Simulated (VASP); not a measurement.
Here is a VASP 6.6.1 calculation.

Contents of INCAR:

```
PREC = Accurate
ENCUT = 500
EDIFF = 1E-6
ISMEAR = -1
SIGMA = 0.05
LREAL = F
LASPH = T
NELM = 120
ALGO = Normal
ISIF = 2
LWAVE = F
LCHARG = F
GGA = CA
NBANDS = 22
GGA_COMPAT = F
```

The input KPOINTS:

```
regular mesh
0
Gamma
  8 8 8
```

The input POSCAR:

```
Sb
1.0
    2.1102243954      1.2183386227      3.6812845966
   -2.1102243954      1.2183386227      3.6812845966
    0.0000000000     -2.4366772455      3.6812845966
Sb
2
Direct
    0.7665100000      0.7665100000      0.7665100000
    0.2334900000      0.2334900000      0.2334900000
```

Potentials or basis: VASP PAW LDA potentials, release 64 (Sb_d_GW).

Launch:

```bash
$ cat potpaw_LDA.64/Sb_d_GW/POTCAR > POTCAR
$ mpirun -np 1 vasp_std > vasp.out
```

**Question.** Predict the pressure.

**Answer.** 2.7 GPa.

**Question.** What does it give for the band gap on the k mesh?

**Answer.** Zero (band 15 reaches 5.92 eV, above the bottom of band 16 at 5.63 eV).

**Question.** What does it give for the largest force?

**Answer.** 0.360 eV/Å.

Forces in eV/Å, atoms in the order of the input:
```
Sb   0.000  0.000 -0.360
Sb   0.000  0.000  0.360
```

Caveat: spin-orbit coupling is left out, which moves the levels of the heavy elements.
